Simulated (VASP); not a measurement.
# Cu (I4/mmm) in VASP: a series of runs

The runs below take Cu through relaxation of cell and atoms, single point, with PBE.

Program: VASP 6.6.1. These are calculated values, not measurements. Logs are shortened: lines on timing, memory, paths and dates and some standing lists are left out, and cuts for length are marked.

### 1 The cell of the first run

It takes space group I4/mmm (No. 139, tetragonal). The conventional cell has a = 2.898 Å, b = 2.898 Å, c = 2.713 Å, α = 90.00°, β = 90.00°, γ = 90.00°. Cu (site symmetry 4/mmm) has 14 Cu at 2.46 to 2.90 Å within 3.2 Å.

### 2 Relaxation of cell and atoms, PBE, target pressure 8 GPa, at which the enthalpy is minimised

The input, INCAR:

```
PREC = Accurate
ENCUT = 600
EDIFF = 1E-6
ISMEAR = 0
SIGMA = 0.1
LREAL = False
LASPH = True
NELM = 80
ALGO = Fast
ISIF = 3
LWAVE = False
LCHARG = False
GGA = PE
IBRION = 2
NSW = 70
EDIFFG = -0.008
PSTRESS = 80.0
```

The input, KPOINTS:

```
Automatic mesh
0
Gamma
  20 20 20
```

The input, POSCAR:

```
Cu
1.0
   -1.4490025063      1.4490025063      1.3567254788
    1.4490025063     -1.4490025063      1.3567254788
    1.4490025063      1.4490025063     -1.3567254788
Cu
1
Direct
    0.0000000000      0.0000000000      0.0000000000
```

Potentials or basis: VASP PAW PBE potentials, release 64 (Cu).

The run is started by

```sh
> cat potpaw_PBE.64/Cu/POTCAR > POTCAR
> mpirun -np 1 vasp_std > vasp.out
```

OUTCAR:

```text
PREC = Accurate
   ENCUT = 600
   EDIFF = 1E-6
   ISMEAR = 0
   LREAL = False
   LASPH = True
   NELM = 80
   ISIF = 3
   GGA = PE
   IBRION = 2
   NSW = 70
   EDIFFG = -0.008
   PSTRESS = 80.0

 ion  position               nearest neighbor table
   1  0.000  0.000  0.000-

  LATTYP: Found a body centered tetragonal cell.
 ALAT       =     2.8980050126
 C/A-ratio  =     0.9363168614

  Lattice vectors:

 A1 = (  -1.4490025063,   1.4490025063,   1.3567254788)
 A2 = (   1.4490025063,  -1.4490025063,   1.3567254788)
 A3 = (   1.4490025063,   1.4490025063,  -1.3567254788)

Analysis of symmetry for initial positions (statically):
=====================================================================
 Subroutine PRICEL returns:
 Original cell was already a primitive cell.

 Routine SETGRP: Setting up the symmetry group for a
 body centered tetragonal supercell.

 Subroutine GETGRP returns: Found 16 space group operations
 (whereof 16 operations were pure point group operations)
 out of a pool of 16 trial point group operations.

The static configuration has the point symmetry D_4h.

Analysis of symmetry for dynamics (positions and initial velocities):
=====================================================================
 Subroutine PRICEL returns:
 Original cell was already a primitive cell.

 Routine SETGRP: Setting up the symmetry group for a
 body centered tetragonal supercell.

 Subroutine GETGRP returns: Found 16 space group operations
 (whereof 16 operations were pure point group operations)
 out of a pool of 16 trial point group operations.

The dynamic configuration has the point symmetry D_4h.

 Subroutine INISYM returns: Found 16 space group operations
 (whereof 16 operations are pure point group operations),
 and found     1 'primitive' translations

----------------------------------------------------------------------------------------

                                     Primitive cell

  volume of cell :      11.3944

  direct lattice vectors                    reciprocal lattice vectors
    -1.449002506  1.449002506  1.356725479     0.000000000  0.345064966  0.368534392
     1.449002506 -1.449002506  1.356725479     0.345064966  0.000000000  0.368534392
     1.449002506  1.449002506 -1.356725479     0.345064966  0.345064966  0.000000000

  length of vectors
     2.457624982  2.457624982  2.457624982     0.504863773  0.504863773  0.487995554

  position of ions in fractional coordinates (direct lattice)
     0.000000000  0.000000000  0.000000000

  ion indices of the primitive-cell ions
   primitive index   ion index
                 1           1

----------------------------------------------------------------------------------------

 KPOINTS: Automatic mesh

Automatic generation of k-mesh.
 Grid dimensions read from file:
 generate k-points for:   20   20   20

 Generating k-lattice:

  Cartesian coordinates                     Fractional coordinates (reciprocal lattice)
     0.000000000  0.017253248  0.018426720     0.050000000  0.000000000  0.000000000
     0.017253248  0.000000000  0.018426720     0.000000000  0.050000000  0.000000000
     0.017253248  0.017253248  0.000000000     0.000000000  0.000000000  0.050000000

  Length of vectors
     0.025243189  0.025243189  0.024399778

  Shift w.r.t. Gamma in fractional coordinates (k-lattice)
     0.000000000  0.000000000  0.000000000

 Subroutine IBZKPT returns following result:
 ===========================================

 Found    641 irreducible k-points:

 Following reciprocal coordinates:
            Coordinates               Weight
  0.000000  0.000000  0.000000      1.000000
  0.050000  0.000000  0.000000      8.000000
  0.100000 -0.000000  0.000000      8.000000
  0.150000  0.000000  0.000000      8.000000
  0.200000 -0.000000  0.000000      8.000000
  0.250000  0.000000 -0.000000      8.000000
[... 16 lines left out ...]
 -0.400000  0.050000  0.000000     16.000000
 -0.350000  0.050000  0.000000     16.000000
 [... further k-points ...]
   k-points           NKPTS =    641   k-points in BZ     NKDIM =    641   number of bands    NBANDS=      9
   number of dos      NEDOS =    301   number of ions     NIONS =      1
   total plane-waves  NPLWV =   8000
   dimension x,y,z NGX =    20 NGY =   20 NGZ =   20
   dimension x,y,z NGXF=    40 NGYF=   40 NGZF=   40
   ions per type =               1
   NGX,Y,Z   is equivalent  to a cutoff of  13.53, 13.53, 13.53 a.u.
   NGXF,Y,Z  is equivalent  to a cutoff of  27.06, 27.06, 27.06 a.u.
 SYSTEM =  unknown system
   PREC   = accura    normal or accurate (medium, high low for compatibility)
   ISTART =      0    job   : 0-new  1-cont  2-samecut
   ICHARG =      2    charge: 1-file 2-atom 10-const
   ISPIN  =      1    spin polarized calculation?
   LNONCOLLINEAR =      F non collinear calculations
   LSORBIT =      F    spin-orbit coupling
   LASPH  =      T    aspherical Exc in radial PAW
   ENCUT  =  600.0 eV  44.10 Ry    6.64 a.u.   4.91  4.91  4.91*2*pi/ulx,y,z
   NELM   =     80;   NELMIN=  2; NELMDL= -5     # of ELM steps
   EDIFF  = 0.1E-05   stopping-criterion for ELM
   LREAL  =      F    real-space projection
   EDIFFG = -.8E-02   stopping-criterion for IOM
   NSW    =     70    number of steps for IOM
   IBRION =      2    ionic relax: 0-MD 1-quasi-New 2-CG
   NFREE  =      1    steps in history (QN), initial steepest desc. (CG)
   ISIF   =      3    stress and relaxation
   ISYM   =      2    0-nonsym 1-usesym 2-fastsym
   POTIM  = 0.5000    time-step for ionic-motion
   TEBEG  =    0.0;   TEEND  =   0.0 temperature during run
   PSTRESS=   80.0 pullay stress
   NELECT =      11.0000    total number of electrons
   NUPDOWN=      -1.0000    fix difference up-down
   EMIN   =  10.00;   EMAX   =-10.00  energy-range for DOS
   EFERMI =   0.00;   METHOD = LEGACY
   ISMEAR =     0;   SIGMA  =   0.10  broadening in eV -4-tet -1-fermi 0-gaus
   EFERMI_NEDOS =   21; number of points for ismear=-14 and -15
   IALGO  =     68    algorithm
   IMIX   =      4    mixing-type and parameters
     AMIX     =   0.40;   BMIX     =  1.00
     AMIX_MAG =   1.60;   BMIX_MAG =  1.00
  volume/ion in A,a.u.               =      11.39        76.89
  Fermi-wavevector in a.u.,A,eV,Ry     =   1.617989  3.057556 35.618547  2.617889
  Thomas-Fermi vector in A             =   2.712325
   LORBIT       =      0    0 simple, 1 ext, 2 COOP (PROOUT), +10 PAW based schemes
   GGA     = PE    functional components
   LHFCALC =     F    Hartree Fock is set to
   AEXX    =    0.0000 exact exchange contribution
   IVDW    =     0    specifies the selected vdW correction
   LEPSILON=     F    determine dielectric tensor
   LRPA    =     F    only Hartree local field effects (RPA)
 conjugate gradient relaxation of ions
 non-spin polarized calculation
 RMM-DIIS sequential band-by-band and
 Gauss-broadening in eV      SIGMA  =   0.10
  energy-cutoff  :      600.00
  volume of cell :       11.39
 maximum number of plane-waves:       398
   NGX =  9   NGY =  9   NGZ =  9

--------------------------------------- Ionic step        1  -------------------------------------------

 number of electron      11.0000007 magnetization

 Free energy of the ion-electron system (eV)
  ---------------------------------------------------
  ext. energy  EPLUGINS =         0.00000000
  ---------------------------------------------------
  free energy    TOTEN  =        -3.67410331 eV

  energy without entropy =       -3.67186320  energy(sigma->0) =       -3.67298325

------------------------ aborting loop because EDIFF is reached ----------------------------------------

  FORCE on cell =-STRESS in cart. coord.  units (eV):
  Direction    XX          YY          ZZ          XY          YZ          ZX
  --------------------------------------------------------------------------------------
  -------------------------------------------------------------------------------------
  Total        0.6667931      0.6667931      0.6825772      0.0000000     -0.0000000      0.0000000
  in kB       93.7586691     93.7586691     95.9780891      0.0000000     -0.0000000      0.0000000
  external PRESSURE =      14.4984758 kB  Pullay stress =      80.0000000 kB
[... 59 lines left out ...]
  enthalpy is  TOTEN    =        -3.1047754215 eV   P V=        0.5774766823

--------------------------------------- Ionic step        3  -------------------------------------------

 number of electron      11.0000006 magnetization

 Free energy of the ion-electron system (eV)
  ---------------------------------------------------
  ext. energy  EPLUGINS =         0.00000000
  ---------------------------------------------------
  free energy    TOTEN  =        -3.67741668 eV

  energy without entropy =       -3.67516795  energy(sigma->0) =       -3.67629231

 E-fermi :   7.9745     XC(G=0): -12.9043

 val. band max:        7.9689152474   @ k =   0.5000   0.2000   0.1500
 cond. band min:       7.9751786105   @ k =   0.3500   0.1000   0.0500
 fundamental gap:      0.0062633631
 Fermi energy:         7.9745439381

 k-point     1 :       0.0000    0.0000    0.0000
  band No.  band energies     occupation
      1      -1.6113      2.00000
      2       4.5951      2.00000
      3       4.8681      2.00000
      4       4.8681      2.00000
      5       5.6550      2.00000
      6       5.9452      2.00000
      7      32.5926      0.00000
      8      32.5926      0.00000
      9      34.4917      0.00000
[... 265 lines left out ...]
 k-point    24 :      -0.3500    0.0500    0.0000
  band No.  band energies     occupation
      1       1.9470      2.00000
      2       4.1421      2.00000
      3       4.8845      2.00000
      4       5.7729      2.00000
      5       5.8927      2.00000
      6       6.1278      2.00000
      7      18.6245      0.00000
      8      25.3757      0.00000
      9      27.0084      0.00000

 [... further k-points ...]

------------------------ aborting loop because EDIFF is reached ----------------------------------------

  FORCE on cell =-STRESS in cart. coord.  units (eV):
  Direction    XX          YY          ZZ          XY          YZ          ZX
  --------------------------------------------------------------------------------------
  -------------------------------------------------------------------------------------
  Total        0.5649070      0.5649070      0.5782298      0.0000000      0.0000000      0.0000000
  in kB       78.9972396     78.9972396     80.8603143      0.0000000      0.0000000      0.0000000
  external PRESSURE =      -0.3817355 kB  Pullay stress =      80.0000000 kB
[... 16 lines left out ...]
  FREE ENERGIE OF THE ION-ELECTRON SYSTEM (eV)
  ---------------------------------------------------
  free  energy   TOTEN  =        -3.6774166761 eV

  energy  without entropy=       -3.6751679484  energy(sigma->0) =       -3.67629231

  enthalpy is  TOTEN    =        -3.1053389950 eV   P V=        0.5720776811

 reached required accuracy - stopping structural energy minimisation
```

Wall time 3.9 min (1 thread of Intel Xeon 8259CL, shared host); peak memory 0.21 GiB.

Results:

```yaml
Free_energy: -3.6774 eV
Relaxed_volume: 11.46 Å³/atom
Relaxed_cell: a = 2.462 Å, b = 2.462 Å, c = 2.462 Å, α = 107.75°, β = 107.75°, γ = 112.97°
Space_group_after_relaxing_to_0.1_Å: I4/mmm (No. 139)
Energy_change_on_relaxing_the_run_minimises_the_enthalpy: -3.3 meV/atom
Ionic_steps: 3
Pressure_after_relaxing: 8.0 GPa
Band_gap_on_the_k_mesh: zero (an odd number of electrons rules out a gap without spin polarisation)
```

Step by step:
```tsv
step	energy change (eV)	largest force (eV/Å)	pressure (GPa)	volume (Å³)
1	0.0000	0.0000	9.45	11.39
2	-0.0081	0.0000	6.20	11.57
3	-0.0033	0.0000	7.96	11.46
```

Final structure:
```
CELL_PARAMETERS angstrom
-1.45152 1.45152 1.35947
1.45152 -1.45152 1.35947
1.45152 1.45152 -1.35947
ATOMIC_POSITIONS crystal
Cu 0.00000 0.00000 0.00000
```

Caveat: the cell is relaxed towards a set pressure, so the run minimises the enthalpy, not the energy.

### 3 Relaxation of cell and atoms, PBE, target pressure 3 GPa, at which the enthalpy is minimised

This run uses another cell than the first one, of 11.67 Å³/atom.

The input, INCAR:

```
PREC = Accurate
ENCUT = 600
EDIFF = 1E-7
ISMEAR = 0
SIGMA = 0.1
LREAL = False
LASPH = True
NELM = 60
ALGO = Normal
ISIF = 3
LWAVE = False
LCHARG = False
GGA = PE
IBRION = 2
NSW = 70
EDIFFG = -0.008
PSTRESS = 30.0
```

KPOINTS is that of step 2.

The input, POSCAR:

```
Cu
1.0
   -1.4614951203      1.4614951203      1.3664325488
    1.4614951203     -1.4614951203      1.3664325488
    1.4614951203      1.4614951203     -1.3664325488
Cu
1
Direct
    0.0000000000      0.0000000000      0.0000000000
```

Potentials or basis: VASP PAW PBE potentials, release 64 (Cu).

The run is started by

```sh
> cat potpaw_PBE.64/Cu/POTCAR > POTCAR
> mpirun -np 1 vasp_std > vasp.out
```

It took 3.4 min on 1 thread of Intel Xeon 8259CL, shared host; peak memory 0.21 GiB.

It converged, with:

- Free energy: -3.6895 eV
- Relaxed volume: 11.81 Å³/atom
- Relaxed cell: a = 2.487 Å, b = 2.487 Å, c = 2.487 Å, α = 107.71°, β = 107.71°, γ = 113.05°
- Space group after relaxing (to 0.1 Å): I4/mmm (No. 139)
- Energy change on relaxing (the run minimises the enthalpy): -3.4 meV/atom
- Ionic steps: 3
- Pressure after relaxing: 3.0 GPa
- Band gap on the k mesh: zero (an odd number of electrons rules out a gap without spin polarisation)

Stress tensor (GPa, compression positive):
```
2.99 0.00 0.00
0.00 2.99 0.00
0.00 0.00 3.07
```

The path:
```tsv
step	energy change (eV)	largest force (eV/Å)	pressure (GPa)	volume (Å³)
1	0.0000	0.0000	4.84	11.67
2	-0.0047	0.0000	1.89	11.90
3	-0.0034	0.0000	3.02	11.81
```

Final structure:
```yaml
crystal:
  lattice:
    - [-1.46709, 1.46709, 1.37208]
    - [1.46709, -1.46709, 1.37208]
    - [1.46709, 1.46709, -1.37208]
  atoms:
    - { symbol: Cu, position: [0.00000, 0.00000, 0.00000] }
```

Levels at points of the mesh, in eV from the Fermi level:
```
           k point  band 3  band 4  band 5  band 6  band 7  band 8  band 9
(0.00, 0.00, 0.00)   -3.00   -3.00   -2.26   -1.97   24.29   24.29   26.15
(0.50, 0.00, 0.00)   -2.13   -1.86   -1.36   -0.40    4.61   16.95   16.95
(0.50, 0.50, 0.00)   -2.33   -2.06   -1.40   -0.91    3.88   18.72   18.93
(0.50, 0.50, 0.50)   -1.56   -1.56   -1.49    7.38    7.38    9.95   12.94
```

Caveat: the cell is relaxed towards a set pressure, so the run minimises the enthalpy, not the energy.

### 4 Relaxation of cell and atoms, PBE, target pressure -3 GPa, at which the enthalpy is minimised

This run uses another cell than the first one, of 12.35 Å³/atom.

The input, INCAR:

```
SYSTEM = Cu
PREC = Accurate ; ENCUT = 600
EDIFF = 1E-6 ; ISMEAR = 0
SIGMA = 0.1 ; LREAL = .False.
LASPH = .True. ; NELM = 80
ALGO = Fast ; ISIF = 3
LWAVE = .False. ; LCHARG = .False.
GGA = PE ; IBRION = 2
NSW = 70 ; EDIFFG = -0.008
PSTRESS = -30.0
```

The input, KPOINTS:

```
regular mesh
0
Gamma
  20 20 20
  0 0 0
```

The input, POSCAR:

```
Cu
1.0
   -1.4893319974      1.4893319974      1.3924587835
    1.4893319974     -1.4893319974      1.3924587835
    1.4893319974      1.4893319974     -1.3924587835
Cu
1
Direct
    0.0000000000      0.0000000000      0.0000000000
```

Potentials or basis: VASP PAW PBE potentials, release 64 (Cu).

The run is started by

```sh
> cat potpaw_PBE.64/Cu/POTCAR > POTCAR
> mpirun -np 1 vasp_std > vasp.out
```

OUTCAR:

```text
SYSTEM = Cu
   PREC = Accurate
   ENCUT = 600
   EDIFF = 1E-6
   ISMEAR = 0
   LREAL = .False.
   LASPH = .True.
   NELM = 80
   ISIF = 3
   GGA = PE
   IBRION = 2
   NSW = 70
   EDIFFG = -0.008
   PSTRESS = -30.0

 ion  position               nearest neighbor table
   1  0.000  0.000  0.000-

  LATTYP: Found a body centered tetragonal cell.
 ALAT       =     2.9786639948
 C/A-ratio  =     0.9349552591

  Lattice vectors:

 A1 = (  -1.4893319974,   1.4893319974,   1.3924587835)
 A2 = (   1.4893319974,  -1.4893319974,   1.3924587835)
 A3 = (   1.4893319974,   1.4893319974,  -1.3924587835)

Analysis of symmetry for initial positions (statically):
=====================================================================
 Subroutine PRICEL returns:
 Original cell was already a primitive cell.

 Routine SETGRP: Setting up the symmetry group for a
 body centered tetragonal supercell.

[... 360 lines left out ...]

  energy without entropy =       -3.68642904  energy(sigma->0) =       -3.68762289

 E-fermi :   7.0183     XC(G=0): -12.4603

 val. band max:        7.0147357693   @ k =   0.3000   0.1000   0.1000
 cond. band min:       7.0216972903   @ k =  -0.4000   0.4000   0.2000
 fundamental gap:      0.0069615210
 Fermi energy:         7.0182934430

 k-point     1 :       0.0000    0.0000    0.0000
  band No.  band energies     occupation
      1      -1.9733      2.00000
      2       3.9076      2.00000
      3       4.1584      2.00000
      4       4.1584      2.00000
      5       4.8542      2.00000
      6       5.1197      2.00000
      7      30.8271      0.00000
      8      30.8271      0.00000
      9      32.7014      0.00000
[... 265 lines left out ...]
 k-point    24 :      -0.3500    0.0500    0.0000
  band No.  band energies     occupation
      1       1.4381      2.00000
      2       3.5102      2.00000
      3       4.1881      2.00000
      4       4.9639      2.00000
      5       5.0686      2.00000
      6       5.2815      2.00000
      7      17.1270      0.00000
      8      23.6076      0.00000
      9      25.1522      0.00000

 [... further k-points ...]
[... 5 lines left out ...]
  --------------------------------------------------------------------------------------
  -------------------------------------------------------------------------------------
  Total       -0.2279027     -0.2279027     -0.2374335      0.0000000      0.0000000      0.0000000
  in kB      -29.5183445    -29.5183445    -30.7527790      0.0000000      0.0000000      0.0000000
  external PRESSURE =       0.0701774 kB  Pullay stress =     -30.0000000 kB
[... 20 lines left out ...]
  energy  without entropy=       -3.6864290448  energy(sigma->0) =       -3.68762289

  enthalpy is  TOTEN    =        -3.9204381930 eV   P V=       -0.2316214578

 reached required accuracy - stopping structural energy minimisation
```

Run time: 2.2 min. Hardware: 1 thread of Intel Xeon 6975P-C (Granite Rapids), shared host; peak memory 0.23 GiB.

Results:

```yaml
Free_energy: -3.6888 eV
Relaxed_volume: 12.37 Å³/atom
Relaxed_cell: a = 2.526 Å, b = 2.526 Å, c = 2.526 Å, α = 107.70°, β = 107.70°, γ = 113.08°
Space_group_after_relaxing_to_0.1_Å: I4/mmm (No. 139)
Energy_change_on_relaxing_the_run_minimises_the_enthalpy: +0.3 meV/atom
Ionic_steps: 13
Pressure_after_relaxing: -3.0 GPa
Band_gap_on_the_k_mesh: zero (an odd number of electrons rules out a gap without spin polarisation)
```

Step by step:
```csv
step,energy change (eV),largest force (eV/Å),pressure (GPa),volume (Å³)
1,0.0000,0.0000,-2.60,12.35
2,0.0011,0.0000,-3.60,12.41
3,0.0002,0.0000,-3.13,12.37
4,0.0002,0.0000,-2.73,12.36
5,0.0002,0.0000,-3.40,12.37
6,0.0002,0.0000,-3.21,12.36
7,0.0002,0.0000,-2.83,12.36
8,0.0003,0.0000,-3.21,12.37
9,0.0003,0.0000,-2.56,12.37
10,0.0003,0.0000,-3.61,12.37
11,0.0003,0.0000,-2.93,12.37
12,0.0003,0.0000,-3.59,12.37
13,0.0003,0.0000,-2.99,12.37
```

Final structure:
```
Cu
1.0
    -1.49010    1.49010    1.39277
     1.49010   -1.49010    1.39277
     1.49010    1.49010   -1.39277
Cu
1
Direct
  0.00000 0.00000 0.00000
```

Levels at points of the mesh, in eV from the Fermi level:
| k point | band 4 | band 5 | band 6 | band 7 | band 8 | band 9 |
| --- | --- | --- | --- | --- | --- | --- |
| (0.00, 0.00, 0.00) | -2.86 | -2.16 | -1.90 | 23.81 | 23.81 | 25.68 |
| (0.50, 0.00, 0.00) | -1.80 | -1.33 | -0.28 | 4.37 | 16.41 | 16.58 |
| (0.50, 0.50, 0.00) | -1.98 | -1.36 | -0.77 | 3.65 | 18.33 | 18.34 |
| (0.50, 0.50, 0.50) | -1.51 | -1.45 | 7.21 | 7.21 | 9.72 | 12.63 |

Caveat: the cell is relaxed towards a set pressure, so the run minimises the enthalpy, not the energy.

[end of part 1 of 2]

The gap in the log of VASP goes by the Fermi energy; the results here count the filled bands.